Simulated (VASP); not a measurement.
A run of VASP 6.6.1:

INCAR

```
ALGO = Normal
EDIFF = 1E-7
ENCUT = 520
GGA = PE
ISIF = 2
ISMEAR = 0
LASPH = True
LCHARG = False
LREAL = False
LWAVE = False
NBANDS = 29
NELM = 100
PREC = Accurate
SIGMA = 0.1
```

The input KPOINTS:

```
k-points
0
Gamma
  4 4 2
```

POSCAR

```
CsKMg
1.0
    4.6927770300      0.0000000000      0.0000000000
    0.0000000000      4.6927770300      0.0000000000
    0.0000000000      0.0000000000      7.9209589700
K Cs Mg
2 2 2
Direct
    0.0000000000      0.5000000000      0.6399999900
    0.5000000000      0.0000000000      0.3600000100
    0.0000000000      0.5000000000      0.1800000100
    0.5000000000      0.0000000000      0.8199999900
    0.0000000000      0.0000000000      0.0000000000
    0.5000000000      0.5000000000      0.0000000000
```

Potentials or basis: VASP PAW PBE potentials, release 64 (K_sv, Cs_sv, Mg).

The run is started by

```bash
$ cat potpaw_PBE.64/K_sv/POTCAR potpaw_PBE.64/Cs_sv/POTCAR potpaw_PBE.64/Mg/POTCAR > POTCAR
$ mpirun -np 1 vasp_std > vasp.out
```

Hardware: 1 thread of AMD EPYC 9R14 (Zen 4), with other jobs on the host.

Question: Estimate the wall time of this run.

Answer: Wall time 46 s on 1 thread of AMD EPYC 9R14 (Zen 4), with other jobs on the host, peak memory 0.24 GiB. Counts: scf iterations 15, k points 12.
